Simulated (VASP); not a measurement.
A run of VASP 6.6.1 is set up as follows.

The input INCAR:

```
SYSTEM = Sn3Bi2O3
ALGO = Normal ; EDIFF = 1E-6
ENCUT = 600 ; GGA = PE
GGA_COMPAT = .False. ; ISIF = 2
ISMEAR = 0 ; LASPH = .True.
LCHARG = .True. ; LELF = .True.
LREAL = .False. ; LVHAR = .True.
LWAVE = .False. ; NBANDS = 104
NELM = 120 ; PREC = Accurate
SIGMA = 0.2
```

The input KPOINTS:

```
k-points
0
Gamma
  6 6 1
  0 0 0
```

File POSCAR:

```
Sn3Bi2O3
1.0
    3.8639140402      0.0000000000      0.0000000000
    0.0000000000      3.8639140402      0.0000000000
    0.0000000000      0.0000000000     24.8702970716
Sn Bi O
6 4 6
Direct
    0.0000000000      0.5000000000      0.0466753531
    0.5000000000      0.0000000000      0.9533246469
    0.0000000000      0.5000000000      0.8435161911
    0.5000000000      0.0000000000      0.7498643308
    0.5000000000      0.0000000000      0.1564838089
    0.0000000000      0.5000000000      0.2501356692
    0.0000000000      0.5000000000      0.6274544306
    0.5000000000      0.0000000000      0.5589292333
    0.5000000000      0.0000000000      0.3725455694
    0.0000000000      0.5000000000      0.4410707667
    0.5000000000      0.5000000000      0.0000000000
    0.0000000000      0.0000000000      0.0000000000
    0.5000000000      0.5000000000      0.7970302516
    0.0000000000      0.0000000000      0.7970302516
    0.0000000000      0.0000000000      0.2029697484
    0.5000000000      0.5000000000      0.2029697484
```

Potentials or basis: VASP PAW PBE potentials, release 64 (Sn_d, Bi_d, O).

Command:

```console
$ cat potpaw_PBE.64/Sn_d/POTCAR potpaw_PBE.64/Bi_d/POTCAR potpaw_PBE.64/O/POTCAR > POTCAR
$ mpirun -np 1 vasp_std > vasp.out
```

Question: Predict the largest force.

Answer: 0.126 eV/Å.

Question: What does it give for the pressure?

Answer: 0.1 GPa.

Forces in eV/Å, atoms in the order of the input:
```
Sn   0.000  0.000  0.085
Sn   0.000  0.000 -0.085
Sn   0.000  0.000  0.068
Sn   0.000  0.000 -0.126
Sn   0.000  0.000 -0.068
Sn   0.000  0.000  0.126
Bi   0.000  0.000  0.067
Bi   0.000  0.000 -0.093
Bi   0.000  0.000 -0.067
Bi   0.000  0.000  0.093
O    0.000  0.000  0.000
O    0.000  0.000  0.000
O    0.000  0.000  0.020
O    0.000  0.000  0.020
O    0.000  0.000 -0.020
O    0.000  0.000 -0.020
```
